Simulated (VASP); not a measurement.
# MgTe: single point with HSE06

The system is MgTe.

```
Mg Te
1.0
     4.57764    0.00000    0.00000
    -2.28882    3.96435    0.00000
     0.00000    0.00000    7.45509
Mg Te
2 2
Direct
  0.33333 0.66667 0.99939
  0.66667 0.33333 0.49939
  0.33333 0.66667 0.37561
  0.66667 0.33333 0.87561
```

```yaml
Program: VASP 6.6.1
Task: single point
Functional: HSE06
Potentials_or_basis: VASP PAW PBE potentials, release 64 (Mg, Te)
Cutoff: 520 eV
k_mesh: 6 × 6 × 2
Occupations: gaussian, width 0.01 eV
Spin: no spin polarisation
```

The pressure is -0.2 GPa. The band gap on the k mesh is 3.21 eV.

Levels at points of the mesh, in eV from the valence-band top:
| k point | band 5 | band 6 | band 7 | band 8 | band 9 | band 10 | band 11 | band 12 |
| --- | --- | --- | --- | --- | --- | --- | --- | --- |
| (0.00, 0.00, 0.00) | -0.53 | 0.00 | 0.00 | 0.00 | 3.21 | 3.77 | 6.18 | 6.18 |
| (0.50, 0.00, 0.00) | -2.10 | -1.32 | -1.05 | -0.48 | 3.94 | 4.68 | 5.06 | 6.39 |
| (0.00, 0.00, 0.50) | -0.28 | -0.28 | -0.28 | -0.28 | 4.26 | 4.26 | 6.45 | 6.45 |
| (0.50, 0.00, 0.50) | -0.95 | -0.95 | -0.94 | -0.94 | 3.99 | 3.99 | 5.10 | 5.10 |

Wall time 28 min on 1 thread of Intel(R) Xeon(R) Platinum 8488C (Sapphire Rapids), with other jobs on the host, peak memory 0.38 GiB.

Caveat: the k points lie up to 0.42 Å⁻¹ apart; the PAW data sets were made with another functional, which shifts forces and pressure a little; spin-orbit coupling is left out, which moves the levels of the heavy elements.
